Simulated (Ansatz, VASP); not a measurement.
**One calculation of BaTiO3, two programs**

```
Ba Ti O
1.0
     3.91815    0.00000    0.00000
     0.00000    3.91815    0.00000
     0.00000    0.00000    3.93598
Ba Ti O
1 1 3
Direct
  0.00000 0.00000 0.00000
  0.50000 0.50000 0.50000
  0.50000 0.50000 0.00000
  0.50000 0.00000 0.50000
  0.00000 0.50000 0.50000
```

Change from the starting cell: volume scaled by 0.94.

Alike in both runs: task single point; functional PBE; k mesh 7 × 7 × 7; occupations fermi-dirac, width 0.03 eV; no spin polarisation.

|  | VASP | Ansatz |
| --- | --- | --- |
| version | VASP 6.6.1 | Ansatz 0.2.0 |
| potentials or method | VASP PAW PBE potentials, release 64 (Ba_sv, Ti_sv, O), cutoff 520 eV | all-electron LAPW, scalar-relativistic |

VASP gave:

| Property | Result |
| --- | --- |
| gap on the k mesh at the Fermi level (eV) | 1.92 |
| pressure (GPa) | 16.0 |
| traceless stress, the component that is largest in VASP (GPa) | -0.78 |

Q: Estimate Ansatz's values.

A: gap on the k mesh at the Fermi level (eV): 1.96; pressure (GPa): 13.8; traceless stress, the component that is largest in VASP (GPa): -0.75.

Ansatz ran all-electron here, and VASP with PAW potentials.

Spin-orbit coupling is off throughout.
